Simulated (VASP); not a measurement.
Crystal: As.

```
CELL_PARAMETERS angstrom
1.88080 1.08588 3.51406
-1.88080 1.08588 3.51406
0.00000 -2.17176 3.51406
ATOMIC_POSITIONS crystal
As 0.77400 0.77400 0.77400
As 0.22600 0.22600 0.22600
```

```yaml
Program: VASP 6.6.1
Task: relaxation of cell and atoms
Functional: PBEsol
Potentials_or_basis: VASP PAW PBE potentials, release 64 (As)
Cutoff: 600 eV
k_mesh: 10 × 10 × 10
Occupations: fermi-dirac, width 0.1 eV
Spin: no spin polarisation
```

At the start: pressure 0.7 GPa; volume 21.53 Å³/atom.

How do energy, volume and symmetry change on relaxing?

Over 10 steps the energy falls by 11.0 meV/atom and the volume is 20.89 Å³/atom (-3.0 %); space group R-3m (No. 166, to 0.05 Å).

The path:
| step | energy change (eV) | largest force (eV/Å) | pressure (GPa) | volume (Å³) |
| --- | --- | --- | --- | --- |
| 1 | 0.0000 | 0.4454 | 0.71 | 43.06 |
| 2 | -0.0086 | 0.0019 | -1.52 | 43.66 |
| 3 | -0.0090 | 0.0805 | -1.12 | 43.55 |
| 4 | -0.0152 | 0.0316 | -0.52 | 42.83 |
| 5 | -0.0180 | 0.0201 | 0.27 | 42.01 |
| 6 | -0.0208 | 0.0392 | 0.05 | 41.91 |
| 7 | -0.0218 | 0.0539 | -0.15 | 41.81 |
| 8 | -0.0219 | 0.0265 | 0.30 | 41.64 |
| 9 | -0.0220 | 0.0093 | 0.10 | 41.71 |
| 10 | -0.0220 | 0.0008 | -0.01 | 41.79 |

Final structure:
```yaml
crystal:
  lattice:
    - [1.89460, 1.09385, 3.36066]
    - [-1.89460, 1.09385, 3.36066]
    - [0.00000, -2.18769, 3.36066]
  atoms:
    - { symbol: As, position: [0.76948, 0.76948, 0.76948] }
    - { symbol: As, position: [0.23052, 0.23052, 0.23052] }
```

Caveat: the PAW data sets were made with another functional, which shifts forces and pressure a little.
